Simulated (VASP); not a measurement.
Wanted: the native input for a VASP 6.6.1 run.

```
Task                   : single point
Functional             : PBE
Potentials or basis    : VASP PAW PBE potentials, release 64 (Sc_sv, Cd, C, N)
Cutoff                 : 520 eV
k mesh                 : 2 × 2 × 6
Occupations            : gaussian, width 0.1 eV
Spin                   : no spin polarisation
Dipole correction      : no
Further INCAR settings : ALGO = Normal; EDIFF = 1e-06; NBANDS = 40
```

The structure of ScCdC4N4 lies in POSCAR:

```
ScCdC4N4
1.0
    8.0066332093      0.0000000000      0.0000000000
    0.0000000000      8.0066332093      0.0000000000
    0.0000000000      0.0000000000      3.6540209971
Sc Cd C N
1 1 4 4
Direct
    0.5000000000      0.5000000000      0.0000000000
    0.0000000000      0.0000000000      0.0000000000
    0.2045569647      0.7954430353      0.0000000000
    0.7954430353      0.2045569647      0.0000000000
    0.2045569647      0.2045569647      0.0000000000
    0.7954430353      0.7954430353      0.0000000000
    0.3078531202      0.6921468798      0.0000000000
    0.6921468798      0.3078531202      0.0000000000
    0.3078531202      0.3078531202      0.0000000000
    0.6921468798      0.6921468798      0.0000000000
```

The input as run:

INCAR

```
SYSTEM = ScCdC4N4
  PREC = Accurate
  ENCUT = 520
  EDIFF = 1E-6
  ISMEAR = 0
  SIGMA = 0.1
  LREAL = .FALSE.
  LASPH = .TRUE.
  NELM = 60
  ALGO = Normal
  ISIF = 2
  LWAVE = .FALSE.
  LCHARG = .FALSE.
  GGA = PE
  NBANDS = 40
```

KPOINTS

```
Automatic mesh
0
G
  2 2 6
  0 0 0
```

Potentials or basis: VASP PAW PBE potentials, release 64 (Sc_sv, Cd, C, N).

Launch:

```sh
$ cat potpaw_PBE.64/Sc_sv/POTCAR potpaw_PBE.64/Cd/POTCAR potpaw_PBE.64/C/POTCAR potpaw_PBE.64/N/POTCAR > POTCAR
$ mpirun -np 1 vasp_std > vasp.out
```

Results of the run:

```yaml
Pressure: 0.6 GPa
Largest_force: 0.361 eV/Å
Band_gap_on_the_k_mesh: zero (an odd number of electrons rules out a gap without spin polarisation)
```

Caveat: the k points lie up to 0.39 Å⁻¹ apart, too coarse for converged energies and pressures of a metal.

It took 67 s on 1 thread of Intel(R) Xeon(R) 6975P-C (Granite Rapids), on a shared host, peak memory 0.37 GiB.
